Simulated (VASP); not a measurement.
A run of VASP 6.6.1 is set up as follows.

INCAR

```
  PREC = Accurate
  ENCUT = 520
  EDIFF = 1E-7
  ISMEAR = -1
  SIGMA = 0.1
  LREAL = False
  LASPH = True
  NELM = 80
  ALGO = Normal
  ISIF = 2
  LWAVE = False
  LCHARG = False
  GGA = CA
  NBANDS = 15
```

KPOINTS

```
regular mesh
0
Gamma
  10 10 10
```

The input POSCAR:

```
Os
1.0
    0.0000000000      2.7363257738      2.7363257738
    2.7363257738      0.0000000000      2.7363257738
    2.7363257738      2.7363257738      0.0000000000
Os
2
Direct
    0.1250000000      0.1250000000      0.1250000000
    0.8750000000      0.8750000000      0.8750000000
```

Potentials or basis: VASP PAW LDA potentials, release 64 (Os).

Launch:

```console
$ cat potpaw_LDA.64/Os/POTCAR > POTCAR
$ mpirun -np 1 vasp_std > vasp.out
```

Question: Predict the pressure.

Answer: -1.5 GPa.

Question: What does it give for the band gap on the k mesh?

Answer: Zero (bands 8 and 9 overlap by 1.17 eV).

Caveat: spin-orbit coupling is left out, which moves the levels of the heavy elements.
